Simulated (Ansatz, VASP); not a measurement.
## In: VASP beside Ansatz

```
CELL_PARAMETERS angstrom
-1.62547 1.62547 2.47370
1.62547 -1.62547 2.47370
1.62547 1.62547 -2.47370
ATOMIC_POSITIONS crystal
In 0.00000 0.00000 0.00000
```

Alike in both runs: task single point; functional rpbe exchange, lyp correlation; k mesh 11 × 11 × 11; occupations methfessel-paxton of order 1, width 0.05 eV; collinear spin.

|  | VASP | Ansatz |
| --- | --- | --- |
| version | VASP 6.6.1 | Ansatz 0.2.0 |
| potentials or method | VASP PAW PBE potentials, release 64 (In_d), cutoff 500 eV | all-electron LAPW, inner shells corrected to Dirac's equation |

```tsv
	VASP	Ansatz	Ansatz less VASP
gap on the k mesh at the Fermi level (eV)	none	none	-
pressure (GPa)	7.9	7.9	+0.05
traceless stress, the component that is largest in VASP (GPa)	-0.24	-0.25	-0.008
net moment per atom (μB)	0.00	0.00	0.000
```

VASP's potentials were made for PBE, not for rpbe exchange, lyp correlation. A gap of «none» marks a metal or a gap that the smearing closes. Ansatz ran all-electron here, and VASP with PAW potentials.
